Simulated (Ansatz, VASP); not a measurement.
## Sb in VASP and in Ansatz

```xyz
1
Lattice="3.1629 0.0000 0.0000 0.0000 3.1629 0.0000 0.0000 0.0000 3.1629" Properties=species:S:1:pos:R:3 pbc="T T T"
Sb    0.0000    0.0000    0.0000
```

Alike in both runs: task single point; functional r2SCAN; k mesh 12 × 12 × 12; occupations fermi-dirac, width 0.1 eV; no spin polarisation.

|  | VASP | Ansatz |
| --- | --- | --- |
| version | VASP 6.6.1 | Ansatz 0.2.0 |
| potentials or method | VASP PAW PBE potentials, release 64 (Sb), cutoff 520 eV | plane waves (500 eV) with PAW, scalar-relativistic |
| valence electrons in the cell | 5 | 15 |

|  | VASP | Ansatz | Ansatz less VASP |
| --- | --- | --- | --- |
| pressure (GPa) | -3.5 | -3.5 | +0.01 |

VASP's potentials were made for PBE, not for r2SCAN. VASP's potentials hold 5 valence electrons a cell and Ansatz's 15, so a difference there can come from the potentials and not from the codes.

Neither program's run includes spin-orbit coupling.
